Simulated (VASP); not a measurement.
# Te2Mo in VASP: single point with PBEsol

Aim: the single point of Te2Mo with PBEsol.

Program: VASP 6.6.1. These are calculated values, not measurements. Logs are shortened: lines on timing, memory, paths and dates and some standing lists are left out, and cuts for length are marked.

## 1. The cell of the first run

The cell holds a slab with vacuum, 12 atoms: a = 3.493 Å, b = 3.493 Å, c = 37.516 Å, α = 90.00°, β = 90.00°, γ = 120.00°.

## 2. Single point, PBEsol (atom 1 (Te) moved by -0.340 Å along x and +0.680 Å along [0 0 1])

Contents of INCAR:

```
SYSTEM = Te2Mo
  PREC = Accurate
  ENCUT = 520
  EDIFF = 1E-7
  ISMEAR = 0
  SIGMA = 0.05
  LREAL = .FALSE.
  LASPH = .TRUE.
  NELM = 80
  ALGO = Fast
  ISIF = 2
  LWAVE = .FALSE.
  LCHARG = .FALSE.
  GGA = PS
  NBANDS = 64
```

Contents of KPOINTS:

```
Automatic mesh
0
G
  9 9 1
  0 0 0
```

Contents of POSCAR:

```
Te2Mo
1.0
    3.4932091909      0.0000000000      0.0000000000
   -1.7466045954      3.0252079000      0.0000000000
    0.0000000000      0.0000000000     37.5161156315
Te Mo
8 4
Direct
    0.2247739246      0.5871956638      0.8765680681
    0.3333333333      0.6666666667      0.2318351738
    0.6666666667      0.3333333333      0.6719958813
    0.6666666667      0.3333333333      0.0453069351
    0.6666666667      0.3333333333      0.7681648262
    0.6666666667      0.3333333333      0.1415574758
    0.3333333333      0.6666666667      0.9546930649
    0.3333333333      0.6666666667      0.3280041187
    0.3333333333      0.6666666667      0.7200184287
    0.3333333333      0.6666666667      0.0934314856
    0.6666666667      0.3333333333      0.9065685144
    0.6666666667      0.3333333333      0.2799815713
```

Potentials or basis: VASP PAW PBE potentials, release 64 (Te, Mo_sv).

Command:

```
$ cat potpaw_PBE.64/Te/POTCAR potpaw_PBE.64/Mo_sv/POTCAR > POTCAR
$ mpirun -np 1 vasp_std > vasp.out
```

OUTCAR:

```text
SYSTEM = Te2Mo
   PREC = Accurate
   ENCUT = 520
   EDIFF = 1E-7
   ISMEAR = 0
   LREAL = .FALSE.
   LASPH = .TRUE.
   NELM = 80
   ISIF = 2
   GGA = PS

 ion  position               nearest neighbor table
   1  0.225  0.587  0.877-  11 2.03  11 2.41  11 2.53   7 2.95
   2  0.333  0.667  0.232-  12 2.71  12 2.71  12 2.71   8 3.61
   3  0.667  0.333  0.672-   9 2.70   9 2.70   9 2.70   5 3.61
   4  0.667  0.333  0.045-  10 2.71  10 2.71  10 2.71   6 3.61
   5  0.667  0.333  0.768-   9 2.71   9 2.71   9 2.71   3 3.61
   6  0.667  0.333  0.142-  10 2.71  10 2.71  10 2.71   4 3.61
   7  0.333  0.667  0.955-  11 2.71  11 2.71  11 2.71   1 2.95
   8  0.333  0.667  0.328-  12 2.70  12 2.70  12 2.70   2 3.61
   9  0.333  0.667  0.720-   3 2.70   3 2.70   3 2.70   5 2.71   5 2.71   5 2.71
  10  0.333  0.667  0.093-   4 2.71   4 2.71   4 2.71   6 2.71   6 2.71   6 2.71
  11  0.667  0.333  0.907-   1 2.03   1 2.41   1 2.53   7 2.71   7 2.71   7 2.71
  12  0.667  0.333  0.280-   8 2.70   8 2.70   8 2.70   2 2.71   2 2.71   2 2.71

  LATTYP: Found a hexagonal cell.
 ALAT       =     3.4932091909
 C/A-ratio  =    10.7397277350

  Lattice vectors:

 A1 = (   3.4932091909,   0.0000000000,   0.0000000000)
 A2 = (  -1.7466045954,   3.0252079000,   0.0000000000)
 A3 = (   0.0000000000,   0.0000000000,  37.5161156315)

Analysis of symmetry for initial positions (statically):
=====================================================================
 Subroutine PRICEL returns:
 Original cell was already a primitive cell.

 Routine SETGRP: Setting up the symmetry group for a
 hexagonal supercell.

 Subroutine GETGRP returns: Found  1 space group operations
 (whereof  1 operations were pure point group operations)
 out of a pool of 24 trial point group operations.

The static configuration has the point symmetry C_1 .

Analysis of symmetry for dynamics (positions and initial velocities):
=====================================================================
 Subroutine PRICEL returns:
 Original cell was already a primitive cell.

 Routine SETGRP: Setting up the symmetry group for a
 hexagonal supercell.

 Subroutine GETGRP returns: Found  1 space group operations
 (whereof  1 operations were pure point group operations)
 out of a pool of 24 trial point group operations.

The dynamic configuration has the point symmetry C_1 .

 Subroutine INISYM returns: Found  1 space group operations
 (whereof  1 operations are pure point group operations),
[... 129 lines left out ...]
   EMIN   =  10.00;   EMAX   =-10.00  energy-range for DOS
   EFERMI =   0.00;   METHOD = LEGACY
   ISMEAR =     0;   SIGMA  =   0.05  broadening in eV -4-tet -1-fermi 0-gaus
   EFERMI_NEDOS =   21; number of points for ismear=-14 and -15
   IALGO  =     68    algorithm
   IMIX   =      4    mixing-type and parameters
     AMIX     =   0.40;   BMIX     =  1.00
     AMIX_MAG =   1.60;   BMIX_MAG =  1.00
  volume/ion in A,a.u.               =      33.04       222.95
  Fermi-wavevector in a.u.,A,eV,Ry     =   1.047981  1.980397 14.942789  1.098264
  Thomas-Fermi vector in A             =   2.182884
   LORBIT       =      0    0 simple, 1 ext, 2 COOP (PROOUT), +10 PAW based schemes
   GGA     = PS    functional components
   LHFCALC =     F    Hartree Fock is set to
   AEXX    =    0.0000 exact exchange contribution
   IVDW    =     0    specifies the selected vdW correction
   LEPSILON=     F    determine dielectric tensor
   LRPA    =     F    only Hartree local field effects (RPA)
 non-spin polarized calculation
 RMM-DIIS sequential band-by-band and
 Gauss-broadening in eV      SIGMA  =   0.05
  energy-cutoff  :      520.00
  volume of cell :      396.46
 maximum number of plane-waves:     10795
 NGX is ok and might be reduce to    28
   NGX = 13   NGY = 13   NGZ =139

 number of electron     103.9999997 magnetization

 Free energy of the ion-electron system (eV)
  ---------------------------------------------------
  ext. energy  EPLUGINS =         0.00000000
  ---------------------------------------------------
  free energy    TOTEN  =       -72.67553044 eV

  energy without entropy =      -72.67211791  energy(sigma->0) =      -72.67382418

 E-fermi :   5.4863     XC(G=0):  -8.1327

 val. band max:        5.4733868457   @ k =  -0.1111   0.3333   0.0000
 cond. band min:       5.5064247038   @ k =  -0.2222   0.3333   0.0000
 fundamental gap:      0.0330378581
 Fermi energy:         5.4862827457

 k-point     1 :       0.0000    0.0000    0.0000
  band No.  band energies     occupation
      1     -55.9277      2.00000
      2     -55.7128      2.00000
      3     -55.7087      2.00000
      4     -55.4202      2.00000
      5     -30.1703      2.00000
      6     -30.1417      2.00000
[... 1597 lines left out ...]
     63       7.7644      0.00000
     64       8.0454      0.00000

 [... further k-points ...]

------------------------ aborting loop because EDIFF is reached ----------------------------------------

  FORCE on cell =-STRESS in cart. coord.  units (eV):
  Direction    XX          YY          ZZ          XY          YZ          ZX
  --------------------------------------------------------------------------------------
  -------------------------------------------------------------------------------------
  Total       30.8362590     11.9232606     21.0904292      9.2623833     -8.0186684    -13.2338556
  in kB      124.6162222     48.1845637     85.2311432     37.4313632    -32.4052331    -53.4809718
  external PRESSURE =      86.0106430 kB  Pullay stress =       0.0000000 kB

 VOLUME and BASIS-vectors are now :
 -----------------------------------------------------------------------------
  energy-cutoff  :      520.00
  volume of cell :      396.46
      direct lattice vectors                 reciprocal lattice vectors
     3.493209191  0.000000000  0.000000000     0.286269715  0.165277897  0.000000000
    -1.746604595  3.025207900  0.000000000     0.000000000  0.330555794  0.000000000
     0.000000000  0.000000000 37.516115631     0.000000000  0.000000000  0.026655212

 POSITION                                       TOTAL-FORCE (eV/Angst)
 -----------------------------------------------------------------------------------
     -0.24042      1.77639     32.88543        11.855962      7.320456    -15.738038
     -0.00000      2.01681      8.69756         0.000001      0.000075     -0.037057
      1.74660      1.00840     25.21068         0.000553      0.000252     -0.039289
      1.74660      1.00840      1.69974         0.002727      0.001510     -0.060086
      1.74660      1.00840     28.81856         0.003288      0.002379      0.099999
      1.74660      1.00840      5.31069        -0.000224      0.000120      0.033791
     -0.00000      2.01681     35.81638         0.057828      0.108865      2.195136
     -0.00000      2.01681     12.30544        -0.000089     -0.000051      0.029617
     -0.00000      2.01681     27.01229        -0.003747     -0.004064      0.062012
     -0.00000      2.01681      3.50519        -0.001873      0.000282     -0.001773
      1.74660      1.00840     34.01093       -11.914659     -7.429772     13.449713
      1.74660      1.00840     10.50382         0.000231     -0.000054      0.005974
 -----------------------------------------------------------------------------------
    total drift:                               -0.000195     -0.000133      0.000541

  FREE ENERGIE OF THE ION-ELECTRON SYSTEM (eV)
  ---------------------------------------------------
  free  energy   TOTEN  =       -72.6755304414 eV

  energy  without entropy=      -72.6721179121  energy(sigma->0) =      -72.67382418
```

Wall time 75 min (1 thread of Oxide Virtual Turin-like, shared host); peak memory 1 GiB.

What came out:

| Quantity | Value |
| --- | --- |
| Free energy | -72.6755 eV |
| Largest force | 21.020 eV/Å |
| Band gap on the k mesh | zero (bands 52 and 53 overlap by 1.79 eV) |

Forces in eV/Å, atoms in the order of the input:
```
Te   11.856   7.320 -15.738
Te    0.000   0.000  -0.037
Te    0.001   0.000  -0.039
Te    0.003   0.002  -0.060
Te    0.003   0.002   0.100
Te    0.000   0.000   0.034
Te    0.058   0.109   2.195
Te    0.000   0.000   0.030
Mo   -0.004  -0.004   0.062
Mo   -0.002   0.000  -0.002
Mo  -11.915  -7.430  13.450
Mo    0.000   0.000   0.006
```

Caveat: the cell differs from its parent crystal (atom 1 (Te) moved by -0.340 Å along x and +0.680 Å along [0 0 1]); there is no dipole correction, which matters where the two faces differ; the PAW data sets were made with another functional, which shifts forces and pressure a little; spin-orbit coupling is left out, which moves the levels of the heavy elements.

The gap in the log of VASP goes by the Fermi energy; the results here count the filled bands.